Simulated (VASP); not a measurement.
The system is CdSnSe2.

```
Cd Sn Se
1.0
     5.62020    0.00000    0.00000
     0.00000    5.62020    0.00000
     0.00000    0.00000    3.15024
Cd Sn Se
1 1 2
Direct
  0.50000 0.50000 0.50000
  0.00000 0.00000 0.00000
  0.50000 0.00000 0.00000
  0.00000 0.50000 0.00000
```

| Quantity | Value |
| --- | --- |
| Program | VASP 6.6.1 |
| Task | relaxation of cell and atoms |
| Functional | PBE |
| Potentials or basis | VASP PAW PBE potentials, release 64 (Cd, Sn_d, Se) |
| Cutoff | 600 eV |
| k mesh | 8 × 8 × 14 |
| Occupations | gaussian, width 0.1 eV |
| Spin | no spin polarisation |

At the start: pressure 0.4 GPa; volume 24.88 Å³/atom.

**Question.** Where does the relaxation end?

**Answer.** Over 8 steps the energy falls by 6.0 meV/atom and the volume is 25.00 Å³/atom (+0.5 %); space group P4/mmm (No. 123, to 0.05 Å).

Step by step:
| step | energy change (eV) | largest force (eV/Å) | pressure (GPa) | volume (Å³) |
| --- | --- | --- | --- | --- |
| 1 | 0.0000 | 0.0000 | 0.43 | 99.51 |
| 2 | -0.0188 | 0.0000 | -0.19 | 100.46 |
| 3 | -0.0215 | 0.0000 | -0.43 | 100.89 |
| 4 | -0.0218 | 0.0000 | -0.49 | 101.03 |
| 5 | -0.0241 | 0.0000 | 0.06 | 99.91 |
| 6 | -0.0241 | 0.0000 | 0.06 | 99.92 |
| 7 | -0.0241 | 0.0000 | 0.05 | 99.94 |
| 8 | -0.0241 | 0.0000 | 0.03 | 99.99 |

Final structure:
```xyz
4
Lattice="5.7080 0.0000 0.0000 0.0000 5.7080 0.0000 0.0000 0.0000 3.0691" Properties=species:S:1:pos:R:3 pbc="T T T"
Cd    2.8540    2.8540    1.5345
Sn    0.0000    0.0000    3.0691
Se    2.8540    0.0000    3.0691
Se    0.0000    2.8540    0.0000
```
